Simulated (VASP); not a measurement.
A run of VASP 6.6.1:

INCAR

```
PREC = Accurate ; ENCUT = 520
EDIFF = 1E-6 ; ISMEAR = 0
SIGMA = 0.05 ; LREAL = F
LASPH = T ; NELM = 80
ALGO = Normal ; ISIF = 2
LWAVE = F ; LCHARG = F
GGA = PE ; NBANDS = 46
```

Contents of KPOINTS:

```
regular mesh
0
Gamma
  7 7 2
```

File POSCAR:

```
CdS
1.0
   -2.0985806452     -3.6348483013      0.0000000000
    2.0985806452     -3.6348483013      0.0000000000
    0.3497634409     -0.6058080502     13.6554617430
Cd S
4 4
Direct
    0.6666666667      0.5156952910      0.9058282541
    0.6666666667      0.5990286243      0.4058282541
    0.3333333333      0.3073619576      0.1558282541
    0.3333333333      0.2240286243      0.6558282541
    0.6666666667      0.6509713757      0.0941717459
    0.6666666667      0.5676380424      0.5941717459
    0.3333333333      0.2759713757      0.3441717459
    0.3333333333      0.1926380424      0.8441717459
```

Potentials or basis: VASP PAW PBE potentials, release 64 (Cd, S).

Launch:

```bash
$ cat potpaw_PBE.64/Cd/POTCAR potpaw_PBE.64/S/POTCAR > POTCAR
$ mpirun -np 1 vasp_std > vasp.out
```

Hardware: 1 thread of Intel(R) Xeon(R) Platinum 8259CL CPU @ 2.50GHz (Skylake/Cascade Lake), with other jobs on the host.

Problem. Estimate the wall time of this run.

Solution. Wall time 11 min on 1 thread of Intel(R) Xeon(R) Platinum 8259CL CPU @ 2.50GHz (Skylake/Cascade Lake), on a shared host, peak memory 0.54 GiB. Counts: scf iterations 16, k points 50.
